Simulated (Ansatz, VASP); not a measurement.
C in VASP and in Ansatz

```xyz
4
Lattice="2.4996 0.0000 0.0000 -1.2498 2.1647 0.0000 0.0000 0.0000 4.1190" Properties=species:S:1:pos:R:3 pbc="T T T"
C     0.0000    1.4431    0.0004
C     1.2498    0.7216    2.0599
C     0.0000    1.4431    1.5401
C     1.2498    0.7216    3.5996
```

Change from the starting cell: strained cell.

Alike in both runs: task relaxation of the atoms; functional PBEsol; k mesh 9 × 9 × 6; occupations gaussian, width 0.02 eV; no spin polarisation.

|  | VASP | Ansatz |
| --- | --- | --- |
| version | VASP 6.6.1 | Ansatz 0.2.0 |
| potentials or method | VASP PAW PBE potentials, release 64 (C), cutoff 520 eV | scalar-relativistic, plane waves, PAW |
| valence electrons in the cell | 16 | 16 |

Ansatz gave:

- gap on the k mesh at the Fermi level, each at its own relaxed structure (eV): 3.05

Which values does VASP return?

gap on the k mesh at the Fermi level, each at its own relaxed structure (eV): 3.03.

VASP's potentials were made for PBE, not for PBEsol, and Ansatz warns of the same on its side. Ansatz's warnings: stress scf threshold loose.
